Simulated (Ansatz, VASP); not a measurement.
Two plane-wave programs on Si3Ge13

The input INCAR:

```
SYSTEM = Si3Ge13
PREC = Accurate
ENCUT = 520
EDIFF = 1E-6
ISMEAR = 0
SIGMA = 0.1
LREAL = Auto
LASPH = .True.
NELM = 80
ALGO = Normal
ISIF = 2
LWAVE = .False.
LCHARG = .True.
GGA = PS
LELF = .True.
LVHAR = .True.
NBANDS = 111
```

KPOINTS

```
Automatic mesh
0
Gamma
  4 3 3
  0 0 0
```

Contents of POSCAR:

```
Si3Ge13
1.0
    0.0000000000      0.0000000000     -6.5375442900
   -3.9601299900     -6.8591463400      0.0000000000
   -3.9601299900      6.8591463400      0.0000000000
Si Ge
3 13
Direct
    0.9370987500      0.1666666600      0.8333333300
    0.9370987500      0.1666666600      0.3333333300
    0.0629012500      0.8333333400      0.1666666700
    0.9370987500      0.6666666600      0.8333333300
    0.9370987500      0.6666666600      0.3333333300
    0.4370987500      0.3333333400      0.1666666700
    0.4370987500      0.3333333400      0.6666666700
    0.4370987500      0.8333333400      0.1666666700
    0.4370987500      0.8333333400      0.6666666700
    0.5629012500      0.1666666600      0.8333333300
    0.5629012500      0.1666666600      0.3333333300
    0.5629012500      0.6666666600      0.8333333300
    0.5629012500      0.6666666600      0.3333333300
    0.0629012500      0.3333333400      0.1666666700
    0.0629012500      0.3333333400      0.6666666700
    0.0629012500      0.8333333400      0.6666666700
```

Input for Ansatz:

```yaml
crystal:
  lattice:
    - [0.0, 0.0, -6.53754429]
    - [-3.96012999, -6.85914634, 0.0]
    - [-3.96012999, 6.85914634, 0.0]
  atoms:
    - { symbol: Si, position: [0.93709875, 0.16666666, 0.83333333] }
    - { symbol: Si, position: [0.93709875, 0.16666666, 0.33333333] }
    - { symbol: Ge, position: [0.93709875, 0.66666666, 0.83333333] }
    - { symbol: Ge, position: [0.93709875, 0.66666666, 0.33333333] }
    - { symbol: Ge, position: [0.43709875, 0.33333334, 0.16666667] }
    - { symbol: Ge, position: [0.43709875, 0.33333334, 0.66666667] }
    - { symbol: Ge, position: [0.43709875, 0.83333334, 0.16666667] }
    - { symbol: Ge, position: [0.43709875, 0.83333334, 0.66666667] }
    - { symbol: Ge, position: [0.56290125, 0.16666666, 0.83333333] }
    - { symbol: Ge, position: [0.56290125, 0.16666666, 0.33333333] }
    - { symbol: Ge, position: [0.56290125, 0.66666666, 0.83333333] }
    - { symbol: Ge, position: [0.56290125, 0.66666666, 0.33333333] }
    - { symbol: Ge, position: [0.06290125, 0.33333334, 0.16666667] }
    - { symbol: Ge, position: [0.06290125, 0.33333334, 0.66666667] }
    - { symbol: Si, position: [0.06290125, 0.83333334, 0.16666667] }
    - { symbol: Ge, position: [0.06290125, 0.83333334, 0.66666667] }
basis:
  ecutwfc: 420
kpoints:
  mp_grid: { grid: [4, 3, 3] }
hamiltonian:
  xc: pbesol
scf:
  occupations: { method: gaussian, width: 0.1 }
output:
  forces: true
  stress: true
  eigenvalues: true
```

Alike in both runs: task single point; functional PBEsol; k mesh 4 × 3 × 3; occupations gaussian, width 0.1 eV; no spin polarisation.

```csv
,VASP,Ansatz
version,VASP 6.6.1,Ansatz 0.2.0
potentials or method,"VASP PAW PBE potentials, release 64 (Si, Ge_d), cutoff 520 eV","scalar-relativistic, plane waves, PAW"
valence electrons in the cell,194,194
```

Ansatz gave:

```
pressure (GPa)                     : 0.0
rms of the force components (eV/Å) : 0.194
```

Question: What did VASP give for the same quantities?

Answer: Pressure (GPa): 0.0; rms of the force components (eV/Å): 0.192.

VASP's potentials were made for PBE, not for PBEsol. The functional is the same, so the differences come from potentials, cutoffs and numerics.
